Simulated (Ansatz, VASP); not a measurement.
## Two plane-wave programs on CoW3

Contents of INCAR:

```
  ALGO = Fast
  EDIFF = 1E-6
  EDIFFG = -0.01
  ENCUT = 600
  GGA = PE
  IBRION = 2
  ISIF = 3
  ISMEAR = 0
  LASPH = True
  LCHARG = False
  LREAL = False
  LWAVE = False
  NELM = 100
  NSW = 80
  PREC = Accurate
  SIGMA = 0.1
```

File KPOINTS:

```
k-points
0
Gamma
  12 12 12
```

POSCAR

```
CoW3
1.0
    0.0000000000      3.1063930068      3.1063930068
    3.1063930068      0.0000000000      3.1063930068
    3.1063930068      3.1063930068      0.0000000000
W Co
3 1
Direct
    0.2500000000      0.2500000000      0.2500000000
    0.7500000000      0.7500000000      0.7500000000
    0.5000000000      0.5000000000      0.5000000000
    0.0000000000      0.0000000000      0.0000000000
```

Input for Ansatz:

```yaml
crystal:
  lattice:
    - [0.0, 3.1063930068, 3.1063930068]
    - [3.1063930068, 0.0, 3.1063930068]
    - [3.1063930068, 3.1063930068, 0.0]
  atoms:
    - { symbol: W, position: [0.25, 0.25, 0.25] }
    - { symbol: W, position: [0.75, 0.75, 0.75] }
    - { symbol: W, position: [0.5, 0.5, 0.5] }
    - { symbol: Co, position: [0.0, 0.0, 0.0] }
basis:
  ecutwfc: 420
kpoints:
  mp_grid: { grid: [12, 12, 12] }
hamiltonian:
  xc: pbe
scf:
  occupations: { method: gaussian, width: 0.1 }
  lower_state_search: "off"
output:
  forces: true
  stress: true
  eigenvalues: true
relax:
  adjacent_minimum: "off"
  f_tol: 0.01
  max_steps: 60
  cell: { stress_tol: 0.05 }
```

Alike in both runs: task relaxation of cell and atoms; functional PBE; k mesh 12 × 12 × 12; occupations gaussian, width 0.1 eV; no spin polarisation.

|  | VASP | Ansatz |
| --- | --- | --- |
| version | VASP 6.6.1 | Ansatz 0.2.0 |
| potentials or method | VASP PAW PBE potentials, release 64 (W_sv, Co), cutoff 600 eV | scalar-relativistic, plane waves, PAW |
| valence electrons in the cell | 51 | 59 |

```tsv
	VASP	Ansatz	Ansatz less VASP
gap on the k mesh at the Fermi level, each at its own relaxed structure (eV)	none	none	-
relaxed volume (Å³/atom)	14.91	14.88	-0.022
relaxed length of the cell vector where the two differ most in proportion (Å)	4.385	4.383	-0.0021
```

A gap of «none» marks a metal or a gap that the smearing closes. VASP's potentials hold 51 valence electrons a cell and Ansatz's 59, so a difference there can come from the potentials and not from the codes.

Spin-orbit coupling is off throughout.
